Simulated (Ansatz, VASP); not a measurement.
Two plane-wave programs on PbS

File INCAR:

```
SYSTEM = PbS
PREC = Accurate ; ENCUT = 520
EDIFF = 1E-7 ; ISMEAR = 0
SIGMA = 0.05 ; LREAL = .FALSE.
LASPH = .TRUE. ; NELM = 100
ALGO = Normal ; ISIF = 2
LWAVE = .FALSE. ; LCHARG = .FALSE.
GGA = PE ; NBANDS = 17
```

KPOINTS

```
regular mesh
0
G
  10 10 10
  0 0 0
```

File POSCAR:

```
PbS
1.0
    0.0000000000      3.3238313106      3.3238313106
    3.3238313106      0.0000000000      3.3238313106
    3.3238313106      3.3238313106      0.0000000000
Pb S
1 1
Direct
   -0.0030085763      0.0030085763      0.0030085763
    0.2500000000      0.2500000000      0.2500000000
```

Input for Ansatz:

```yaml
crystal:
  lattice:
    - [0.0, 3.3238313106, 3.3238313106]
    - [3.3238313106, 0.0, 3.3238313106]
    - [3.3238313106, 3.3238313106, 0.0]
  atoms:
    - { symbol: Pb, position: [-0.0030085763, 0.0030085763, 0.0030085763] }
    - { symbol: S, position: [0.25, 0.25, 0.25] }
basis:
  ecutwfc: 420
  ecutrho_ratio: 4
kpoints:
  mp_grid: { grid: [10, 10, 10] }
hamiltonian:
  xc: pbe
scf:
  occupations: { method: gaussian, width: 0.05 }
output:
  forces: true
  stress: true
  eigenvalues: true
  write_density: true
  write_potential: true
  elf: true
  volumetric_format: npy
```

Alike in both runs: task single point; functional PBE; k mesh 10 × 10 × 10; occupations gaussian, width 0.05 eV; no spin polarisation.

|  | VASP | Ansatz |
| --- | --- | --- |
| version | VASP 6.6.1 | Ansatz 0.2.0 |
| potentials or method | VASP PAW PBE potentials, release 64 (Pb_d, S), cutoff 520 eV | scalar-relativistic, plane waves, PAW |
| valence electrons in the cell | 20 | 20 |

VASP gave:

| Item | Value |
| --- | --- |
| gap on the k mesh at the Fermi level (eV) | 0.89 |
| least direct gap on the mesh (eV) | 1.30 |
| pressure (GPa) | 0.0 |
| traceless stress, the component that is largest in VASP (GPa) | 0.14 |
| rms of the force components (eV/Å) | 0.034 |

**Question.** What did Ansatz give for the same quantities?

**Answer.** gap on the k mesh at the Fermi level (eV): 0.89; least direct gap on the mesh (eV): 1.29; pressure (GPa): 0.0; traceless stress, the component that is largest in VASP (GPa): 0.14; rms of the force components (eV/Å): 0.034.

Atom by atom the forces differ by 0.000 eV/Å (rms over components). The functional is the same, so the differences come from potentials, cutoffs and numerics.

Neither program's run includes spin-orbit coupling.
